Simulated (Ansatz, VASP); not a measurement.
# One calculation of EuS, two programs

File INCAR:

```
ALGO = Normal ; EDIFF = 1E-6
ENCUT = 600 ; GGA = PE
GGA_COMPAT = F ; ISIF = 2
ISMEAR = 0 ; ISPIN = 2
LASPH = T ; LCHARG = F
LDAU = T ; LDAUJ = 0 0
LDAUL = 3 -1 ; LDAUPRINT = 1
LDAUTYPE = 2 ; LDAUU = 6 0
LMAXMIX = 6 ; LORBIT = 11
LREAL = F ; LWAVE = F
MAGMOM = 7 0 ; NBANDS = 22
NELM = 200 ; PREC = Accurate
SIGMA = 0.05
```

The input KPOINTS:

```
k-points
0
Gamma
  4 4 4
```

POSCAR

```
EuS
1.0
    0.0000000000      2.9785018670      2.9785018670
    2.9785018670      0.0000000000      2.9785018670
    2.9785018670      2.9785018670      0.0000000000
Eu S
1 1
Direct
    0.5000000000      0.5000000000      0.5000000000
    0.0000000000      0.0000000000      0.0000000000
```

Input for Ansatz:

```yaml
crystal:
  lattice:
    - [0.0, 2.978501867, 2.978501867]
    - [2.978501867, 0.0, 2.978501867]
    - [2.978501867, 2.978501867, 0.0]
  atoms:
    - { symbol: Eu, position: [0.5, 0.5, 0.5], spin: 7.0 }
    - { symbol: S, position: [0.0, 0.0, 0.0] }
basis:
  ecutwfc: 420
  ecutrho_ratio: 4
kpoints:
  mp_grid: { grid: [4, 4, 4] }
hamiltonian:
  xc: pbe
  hubbard: { sites: [{ species: Eu, l: f, u_eff: 6.0 }] }
scf:
  occupations: { method: gaussian, width: 0.05 }
output:
  forces: true
  stress: true
  eigenvalues: true
  populations: true
  hubbard: { sites: [{ species: Eu, l: f }] }
magnetization:
  spin_polarized: true
```

Alike in both runs: task single point; functional PBE; k mesh 4 × 4 × 4; occupations gaussian, width 0.05 eV; collinear spin; Hubbard terms Eu f U = 6.0 eV.

```csv
,VASP,Ansatz
version,VASP 6.6.1,Ansatz 0.2.0
potentials or method,"VASP PAW PBE potentials, release 64 (Eu, S), cutoff 600 eV","scalar-relativistic, plane waves, PAW"
valence electrons in the cell,23,23
```

|  | VASP | Ansatz | Ansatz less VASP |
| --- | --- | --- | --- |
| gap on the k mesh at the Fermi level (eV) | 0.41 | 0.70 | +0.283 |
| least direct gap on the mesh (eV) | 0.68 | 1.11 | +0.431 |
| pressure (GPa) | 1.3 | 0.9 | -0.31 |
| net moment per atom (μB) | 3.50 | 3.50 | 0.000 |
| size of the moment on the site where the two differ most (μB) | 6.72 | 6.86 | +0.143 |

Site moments also hang on the region over which each program counts them. The programs project onto different local orbitals, so the same U acts differently, and such runs can settle in different states. Ansatz's warnings: stability check not made.

The k mesh is coarse, so the values compare programs but aren't converged. Spin-orbit coupling is off throughout.
